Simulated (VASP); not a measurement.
Runs of VASP 6.6.1 on LaB6. The structure is that of space group Pm-3m (No. 221), or close to it. The cells are those of the table. 

| task | cell | k mesh | cutoff (eV) | smearing | gap on the mesh (eV) | pressure (GPa) | relaxed volume (Å³/atom) | largest force (eV/Å) |
| --- | --- | --- | --- | --- | --- | --- | --- | --- |
| single point | a = 4.157 Å, 7 atoms | 4 × 4 × 4 | 520 | gaussian 0.1 eV | none | -7.7 | - | 0.67 |
| single point | a = 4.099 Å, 7 atoms | 10 × 10 × 10 | 520 | fermi-dirac 0.15 eV | none | 0.2 | - | 0.02 |
| relaxation of cell and atoms | relaxed from a = 4.098 Å, 7 atoms | 10 × 10 × 10 | 600 | fermi-dirac 0.15 eV | none | 0.0 | 9.85 | - |
| single point | a = 4.097 Å, 7 atoms | 6 × 6 × 6 | 520 | gaussian 0.1 eV | none | (b) | - | 0.01 |
| relaxation of cell and atoms | relaxed from a = 4.097 Å, 7 atoms | 10 × 10 × 10 | 600 | gaussian 0.1 eV | none | 0.0 | 9.84 | - |
| single point | a = 4.098 Å, 7 atoms | 10 × 10 × 10 | 520 | gaussian 0.1 eV | none | (a) | - | 0.02 |
| relaxation of cell and atoms | relaxed from a = 4.157 Å, 7 atoms | 6 × 6 × 6 | 600 | gaussian 0.1 eV | none | -0.1 | 9.85 | 0.02 |

Alike in all rows: level LDA; potentials or basis VASP PAW LDA potentials, release 64 (La, B); no spin polarisation.

Q: Estimate the missing entries.

A: (a) 0.1; (b) 0.4.

Caveats: some runs use coarse meshes; spin-orbit coupling is left out, which moves the levels of the heavy elements; the relaxation stopped at a loose force limit of 0.05 eV/Å, so its end isn't a converged minimum (some runs).

A k mesh can miss the band edges, and the runs leave out spin-orbit coupling on La.

A gap of «none» marks levels without a gap at the run's occupations.
